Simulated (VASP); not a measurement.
# Cd (I4/mmm) in VASP: further runs

Runs on Cd. Level: r2SCAN. Tasks: single point.

All numbers are computed with VASP 6.6.1; they aren't measurements. Logs are shortened: lines on timing, memory, paths and dates and some standing lists are left out, and cuts for length are marked.

## Step 1: The cell of the first run

Symmetry: I4/mmm, No. 139, tetragonal system. Conventional cell: a = 3.877 Å, b = 3.877 Å, c = 3.024 Å, α = 90.00°, β = 90.00°, γ = 90.00°. Cd (site symmetry 4/mmm) has 14 Cd at 3.02 to 3.88 Å within 4.0 Å.

## Step 2: Single point, r2SCAN

Contents of POSCAR:

```
Cd
1.0
   -1.9383923893      1.9383923893      1.5119460637
    1.9383923893     -1.9383923893      1.5119460637
    1.9383923893      1.9383923893     -1.5119460637
Cd
1
Direct
    0.0000000000      0.0000000000      0.0000000000
```

Contents of INCAR.step1:

```
SYSTEM = Cd
PREC = Accurate
ENCUT = 520
ISMEAR = 0
SIGMA = 0.15
LREAL = .FALSE.
LASPH = .TRUE.
NELM = 60
NBANDS = 12
GGA = PE
ALGO = Normal
EDIFF = 1E-4
LWAVE = .TRUE.
LCHARG = .FALSE.
```

Contents of INCAR.step2:

```
SYSTEM = Cd
PREC = Accurate
ENCUT = 520
EDIFF = 1E-6
ISMEAR = 0
SIGMA = 0.15
LREAL = .FALSE.
LASPH = .TRUE.
NELM = 60
ALGO = Normal
ISIF = 2
LWAVE = .FALSE.
LCHARG = .FALSE.
METAGGA = R2SCAN
LMIXTAU = .TRUE.
NBANDS = 12
ISTART = 1
```

Contents of KPOINTS:

```
Automatic mesh
0
G
  20 20 20
  0 0 0
```

Potentials or basis: VASP PAW PBE potentials, release 64 (Cd).

Run with:

```console
cat potpaw_PBE.64/Cd/POTCAR > POTCAR
cp INCAR.step1 INCAR
mpirun -np 1 vasp_std > vasp.out
cp INCAR.step2 INCAR
mpirun -np 1 vasp_std > vasp.out
```

OUTCAR:

```text
SYSTEM = Cd
   PREC = Accurate
   ENCUT = 520
   EDIFF = 1E-6
   ISMEAR = 0
   LREAL = .FALSE.
   LASPH = .TRUE.
   NELM = 60
   ISIF = 2
   METAGGA = R2SCAN
   ISTART = 1

 ion  position               nearest neighbor table
   1  0.000  0.000  0.000-

  LATTYP: Found a body centered tetragonal cell.
 ALAT       =     3.8767847786
 C/A-ratio  =     0.7800000000

  Lattice vectors:

 A1 = (  -1.9383923893,   1.9383923893,   1.5119460637)
 A2 = (   1.9383923893,  -1.9383923893,   1.5119460637)
 A3 = (   1.9383923893,   1.9383923893,  -1.5119460637)

Analysis of symmetry for initial positions (statically):
=====================================================================
 Subroutine PRICEL returns:
 Original cell was already a primitive cell.

 Routine SETGRP: Setting up the symmetry group for a
 body centered tetragonal supercell.

 Subroutine GETGRP returns: Found 16 space group operations
 (whereof 16 operations were pure point group operations)
 out of a pool of 16 trial point group operations.

The static configuration has the point symmetry D_4h.

Analysis of symmetry for dynamics (positions and initial velocities):
=====================================================================
 Subroutine PRICEL returns:
 Original cell was already a primitive cell.

 Routine SETGRP: Setting up the symmetry group for a
 body centered tetragonal supercell.

 Subroutine GETGRP returns: Found 16 space group operations
 (whereof 16 operations were pure point group operations)
 out of a pool of 16 trial point group operations.

The dynamic configuration has the point symmetry D_4h.

 Subroutine INISYM returns: Found 16 space group operations
 (whereof 16 operations are pure point group operations),
 and found     1 'primitive' translations

----------------------------------------------------------------------------------------

                                     Primitive cell

  volume of cell :      22.7237

  direct lattice vectors                    reciprocal lattice vectors
    -1.938392389  1.938392389  1.511946064     0.000000000  0.257945709  0.330699627
     1.938392389 -1.938392389  1.511946064     0.257945709  0.000000000  0.330699627
     1.938392389  1.938392389 -1.511946064     0.257945709  0.257945709  0.000000000

  length of vectors
     3.130608728  3.130608728  3.130608728     0.419402232  0.419402232  0.364790321

  position of ions in fractional coordinates (direct lattice)
     0.000000000  0.000000000  0.000000000

  ion indices of the primitive-cell ions
   primitive index   ion index
                 1           1

----------------------------------------------------------------------------------------

 KPOINTS: Automatic mesh

Automatic generation of k-mesh.
 Grid dimensions read from file:
 generate k-points for:   20   20   20

 Generating k-lattice:

  Cartesian coordinates                     Fractional coordinates (reciprocal lattice)
     0.000000000  0.012897285  0.016534981     0.050000000  0.000000000  0.000000000
     0.012897285  0.000000000  0.016534981     0.000000000  0.050000000  0.000000000
     0.012897285  0.012897285  0.000000000     0.000000000  0.000000000  0.050000000

  Length of vectors
     0.020970112  0.020970112  0.018239516

  Shift w.r.t. Gamma in fractional coordinates (k-lattice)
     0.000000000  0.000000000  0.000000000

 Subroutine IBZKPT returns following result:
 ===========================================

 Found    641 irreducible k-points:

 Following reciprocal coordinates:
            Coordinates               Weight
  0.000000  0.000000  0.000000      1.000000
  0.050000  0.000000  0.000000      8.000000
  0.100000  0.000000  0.000000      8.000000
  0.150000  0.000000 -0.000000      8.000000
  0.200000  0.000000  0.000000      8.000000
  0.250000  0.000000 -0.000000      8.000000
[... 16 lines left out ...]
 -0.400000  0.050000 -0.000000     16.000000
 -0.350000  0.050000  0.000000     16.000000
 [... further k-points ...]
   k-points           NKPTS =    641   k-points in BZ     NKDIM =    641   number of bands    NBANDS=     12
   number of dos      NEDOS =    301   number of ions     NIONS =      1
   total plane-waves  NPLWV =  13824
   dimension x,y,z NGX =    24 NGY =   24 NGZ =   24
   dimension x,y,z NGXF=    48 NGYF=   48 NGZF=   48
   ions per type =               1
   NGX,Y,Z   is equivalent  to a cutoff of  12.74, 12.74, 12.74 a.u.
   NGXF,Y,Z  is equivalent  to a cutoff of  25.49, 25.49, 25.49 a.u.
 SYSTEM =  Cd
   PREC   = accura    normal or accurate (medium, high low for compatibility)
   ISTART =      1    job   : 0-new  1-cont  2-samecut
   ICHARG =      0    charge: 1-file 2-atom 10-const
   ISPIN  =      1    spin polarized calculation?
   LNONCOLLINEAR =      F non collinear calculations
   LSORBIT =      F    spin-orbit coupling
   LASPH  =      T    aspherical Exc in radial PAW
   ENCUT  =  520.0 eV  38.22 Ry    6.18 a.u.   5.82  5.82  5.82*2*pi/ulx,y,z
   NELM   =     60;   NELMIN=  2; NELMDL=  0     # of ELM steps
   EDIFF  = 0.1E-05   stopping-criterion for ELM
   LREAL  =      F    real-space projection
   EDIFFG = 0.1E-04   stopping-criterion for IOM
   NSW    =      0    number of steps for IOM
   IBRION =     -1    ionic relax: 0-MD 1-quasi-New 2-CG
   NFREE  =      0    steps in history (QN), initial steepest desc. (CG)
   ISIF   =      2    stress and relaxation
   ISYM   =      2    0-nonsym 1-usesym 2-fastsym
   POTIM  = 0.5000    time-step for ionic-motion
   TEBEG  =    0.0;   TEEND  =   0.0 temperature during run
   PSTRESS=    0.0 pullay stress
   NELECT =      12.0000    total number of electrons
   NUPDOWN=      -1.0000    fix difference up-down
   EMIN   =  10.00;   EMAX   =-10.00  energy-range for DOS
   EFERMI =   0.00;   METHOD = LEGACY
   ISMEAR =     0;   SIGMA  =   0.15  broadening in eV -4-tet -1-fermi 0-gaus
   EFERMI_NEDOS =   21; number of points for ismear=-14 and -15
   IALGO  =     38    algorithm
   IMIX   =      4    mixing-type and parameters
     AMIX     =   0.40;   BMIX     =  1.00
     AMIX_MAG =   1.60;   BMIX_MAG =  1.00
  volume/ion in A,a.u.               =      22.72       153.35
  Fermi-wavevector in a.u.,A,eV,Ry     =   1.323250  2.500581 23.823686  1.750992
  Thomas-Fermi vector in A             =   2.452872
   LORBIT       =      0    0 simple, 1 ext, 2 COOP (PROOUT), +10 PAW based schemes
   METAGGA = R2SCAN    functional components
   LHFCALC =     F    Hartree Fock is set to
   AEXX    =    0.0000 exact exchange contribution
   IVDW    =     0    specifies the selected vdW correction
   LEPSILON=     F    determine dielectric tensor
   LRPA    =     F    only Hartree local field effects (RPA)
 non-spin polarized calculation
 Gauss-broadening in eV      SIGMA  =   0.15
  energy-cutoff  :      520.00
  volume of cell :       22.72
 maximum number of plane-waves:       646
   NGX = 11   NGY = 11   NGZ = 11

 number of electron      11.9999996 magnetization

 Free energy of the ion-electron system (eV)
  ---------------------------------------------------
  ext. energy  EPLUGINS =         0.00000000
  ---------------------------------------------------
  free energy    TOTEN  =       -20.08255502 eV

  energy without entropy =      -20.07948692  energy(sigma->0) =      -20.08102097

 E-fermi :   2.5492     XC(G=0): -11.5006

 val. band max:        2.5360011508   @ k =  -0.4500  -0.4500   0.2500
 cond. band min:       2.5628718425   @ k =   0.3500   0.3500   0.0500
 fundamental gap:      0.0268706917
 Fermi energy:         2.5491682288

 k-point     1 :       0.0000    0.0000    0.0000
  band No.  band energies     occupation
      1      -7.3487      2.00000
      2      -7.0073      2.00000
      3      -6.7540      2.00000
      4      -6.7539      2.00000
      5      -6.3365      2.00000
      6      -6.2810      2.00000
      7      15.0288      0.00000
      8      15.0289      0.00000
      9      18.8325      0.00000
     10      19.5361      0.00000
     11      21.3259      0.00000
     12      21.3259      0.00000

 k-point     2 :       0.0500    0.0000    0.0000
  band No.  band energies     occupation
      1      -7.3358      2.00000
      2      -6.9815      2.00000
      3      -6.7613      2.00000
      4      -6.7586      2.00000
      5      -6.3450      2.00000
      6      -6.2121      2.00000
      7      14.8551      0.00000
      8      14.8930      0.00000
      9      19.0796      0.00000
     10      19.6470      0.00000
     11      20.4183      0.00000
     12      20.8919      0.00000

 k-point     3 :       0.1000    0.0000    0.0000
  band No.  band energies     occupation
      1      -7.3032      2.00000
      2      -6.9179      2.00000
      3      -6.7868      2.00000
      4      -6.7661      2.00000
      5      -6.3689      2.00000
      6      -5.9888      2.00000
      7      14.4327      0.00000
      8      14.5466      0.00000
      9      18.2545      0.00000
     10      19.4648      0.00000
     11      19.8397      0.00000
     12      20.2642      0.00000

 k-point     4 :       0.1500    0.0000   -0.0000
  band No.  band energies     occupation
      1      -7.2711      2.00000
      2      -6.9035      2.00000
      3      -6.7661      2.00000
      4      -6.7568      2.00000
      5      -6.4016      2.00000
      6      -5.5930      2.00000
      7      13.9057      0.00000
      8      14.0948      0.00000
      9      15.9836      0.00000
     10      18.7286      0.00000
     11      19.2249      0.00000
     12      20.9730      0.00000

 k-point     5 :       0.2000    0.0000    0.0000
  band No.  band energies     occupation
      1      -7.2666      2.00000
      2      -6.9904      2.00000
      3      -6.7051      2.00000
      4      -6.6525      2.00000
      5      -6.4365      2.00000
      6      -5.0226      2.00000
      7      13.3502      0.00000
      8      13.5550      0.00000
      9      13.7685      0.00000
     10      17.8099      0.00000
     11      18.3323      0.00000
     12      21.3509      0.00000
[... 228 lines left out ...]
      1      -7.4916      2.00000
      2      -7.4694      2.00000
      3      -6.5673      2.00000
      4      -6.1511      2.00000
      5      -6.0879      2.00000
      6       0.6383      2.00000
      7       3.3082      0.00000
      8      10.6303      0.00000
      9      11.6436      0.00000
     10      15.5570      0.00000
     11      16.5547      0.00000
     12      21.9076      0.00000

 k-point    22 :      -0.4500    0.0500   -0.0000
  band No.  band energies     occupation
      1      -7.4645      2.00000
      2      -7.4279      2.00000
      3      -6.5564      2.00000
      4      -6.2000      2.00000
      5      -6.1514      2.00000
      6      -0.6068      2.00000
      7       4.8666      0.00000
      8      10.5937      0.00000
      9      11.8645      0.00000
     10      15.6442      0.00000
     11      16.8709      0.00000
     12      22.2858      0.00000

 k-point    23 :      -0.4000    0.0500   -0.0000
  band No.  band energies     occupation
      1      -7.4205      2.00000
      2      -7.3521      2.00000
      3      -6.5390      2.00000
      4      -6.2959      2.00000
      5      -6.2472      2.00000
      6      -1.8357      2.00000
      7       6.6820      0.00000
      8      10.7035      0.00000
      9      12.2167      0.00000
     10      15.8483      0.00000
     11      17.3046      0.00000
     12      22.6217      0.00000

 k-point    24 :      -0.3500    0.0500    0.0000
  band No.  band energies     occupation
      1      -7.3657      2.00000
      2      -7.2506      2.00000
      3      -6.5175      2.00000
      4      -6.4203      2.00000
      5      -6.3664      2.00000
      6      -2.9397      2.00000
      7       8.6407      0.00000
      8      10.9450      0.00000
      9      12.6685      0.00000
     10      16.1913      0.00000
     11      17.8633      0.00000
     12      22.7970      0.00000

 [... further k-points ...]

------------------------ aborting loop because EDIFF is reached ----------------------------------------

  FORCE on cell =-STRESS in cart. coord.  units (eV):
  Direction    XX          YY          ZZ          XY          YZ          ZX
  --------------------------------------------------------------------------------------
  -------------------------------------------------------------------------------------
  Total       -0.0272345     -0.0272345     -0.5400205      0.0000000      0.0000000      0.0000000
  in kB       -1.9202152     -1.9202152    -38.0751053      0.0000000      0.0000000      0.0000000
  external PRESSURE =     -13.9718452 kB  Pullay stress =       0.0000000 kB

 VOLUME and BASIS-vectors are now :
 -----------------------------------------------------------------------------
  energy-cutoff  :      520.00
  volume of cell :       22.72
      direct lattice vectors                 reciprocal lattice vectors
    -1.938392389  1.938392389  1.511946064     0.000000000  0.257945709  0.330699627
     1.938392389 -1.938392389  1.511946064     0.257945709  0.000000000  0.330699627
     1.938392389  1.938392389 -1.511946064     0.257945709  0.257945709  0.000000000

 POSITION                                       TOTAL-FORCE (eV/Angst)
 -----------------------------------------------------------------------------------
      0.00000      0.00000      0.00000         0.000000      0.000000      0.000000
 -----------------------------------------------------------------------------------
    total drift:                                0.000000      0.000000      0.000000

  FREE ENERGIE OF THE ION-ELECTRON SYSTEM (eV)
  ---------------------------------------------------
  free  energy   TOTEN  =       -20.0825550180 eV

  energy  without entropy=      -20.0794869216  energy(sigma->0) =      -20.08102097
```

Wall time 5.1 min (1 thread of AMD EPYC 9R45 (Zen 5), shared host); peak memory 0.25 GiB.

What came out:

- Free energy: -20.0826 eV
- Pressure: -1.4 GPa
- Band gap on the k mesh: zero (bands 6 and 7 overlap by 5.21 eV)

Stress tensor (GPa, compression positive):
```
-0.19  0.00  0.00
 0.00 -0.19  0.00
 0.00  0.00 -3.81
```

Levels at points of the mesh, in eV from the Fermi level:
| k point | band 4 | band 5 | band 6 | band 7 | band 8 | band 9 |
| --- | --- | --- | --- | --- | --- | --- |
| (0.00, 0.00, 0.00) | -9.30 | -8.89 | -8.83 | 12.48 | 12.48 | 16.28 |
| (0.50, 0.00, 0.00) | -8.68 | -8.61 | -1.56 | 0.25 | 8.60 | 9.19 |
| (0.50, 0.50, 0.00) | -9.14 | -8.64 | -2.62 | -2.42 | 13.80 | 14.30 |
| (0.50, 0.50, 0.50) | -8.70 | -8.63 | 1.70 | 1.70 | 3.65 | 6.69 |

Caveat: the PAW data sets were made with another functional, which shifts forces and pressure a little.

## Step 3: Single point, r2SCAN

Contents of POSCAR:

```
Cd
1.0
   -1.6349034593      1.6349034593      2.1253744971
    1.6349034593     -1.6349034593      2.1253744971
    1.6349034593      1.6349034593     -2.1253744971
Cd
1
Direct
    0.0000000000      0.0000000000      0.0000000000
```

Contents of INCAR.step1:

```
PREC = Accurate ; ENCUT = 520
ISMEAR = 0 ; SIGMA = 0.15
LREAL = False ; LASPH = True
NELM = 100 ; NBANDS = 12
GGA = PE ; ALGO = Normal
EDIFF = 1E-4 ; LWAVE = True
LCHARG = False
```

Contents of INCAR.step2:

```
PREC = Accurate ; ENCUT = 520
EDIFF = 1E-6 ; ISMEAR = 0
SIGMA = 0.15 ; LREAL = False
LASPH = True ; NELM = 100
ALGO = Normal ; ISIF = 2
LWAVE = False ; LCHARG = True
METAGGA = R2SCAN ; LMIXTAU = True
LELF = True ; LVHAR = True
NBANDS = 12 ; ISTART = 1
```

Contents of KPOINTS:

```
regular mesh
0
Gamma
  20 20 20
```

Potentials or basis: VASP PAW PBE potentials, release 64 (Cd).

Run with:

```console
cat potpaw_PBE.64/Cd/POTCAR > POTCAR
cp INCAR.step1 INCAR
mpirun -np 1 vasp_std > vasp.out
cp INCAR.step2 INCAR
mpirun -np 1 vasp_std > vasp.out
```

Wall time 5.8 min (1 thread of AMD EPYC 9R45 (Zen 5), shared host); peak memory 0.25 GiB.

It converged, with:

```
Free energy            : -20.0645 eV
Pressure               : -1.7 GPa
Band gap on the k mesh : zero (bands 6 and 7 overlap by 3.24 eV)
```

Stress tensor (GPa, compression positive):
```
-2.27  0.00  0.00
 0.00 -2.27  0.00
 0.00  0.00 -0.63
```

Levels at points of the mesh, in eV from the Fermi level:
```tsv
k point	band 4	band 5	band 6	band 7	band 8	band 9
(0.00, 0.00, 0.00)	-9.19	-8.97	-8.85	14.37	15.29	15.37
(0.50, 0.00, 0.00)	-8.77	-8.66	-2.25	-1.38	11.90	12.47
(0.50, 0.50, 0.00)	-8.71	-8.56	-1.16	0.81	7.38	7.67
(0.50, 0.50, 0.50)	-8.62	-8.62	0.03	2.62	6.11	6.11
```

Caveat: the PAW data sets were made with another functional, which shifts forces and pressure a little.

[end of part 1 of 2]

The gap in the log of VASP goes by the Fermi energy; the results here count the filled bands.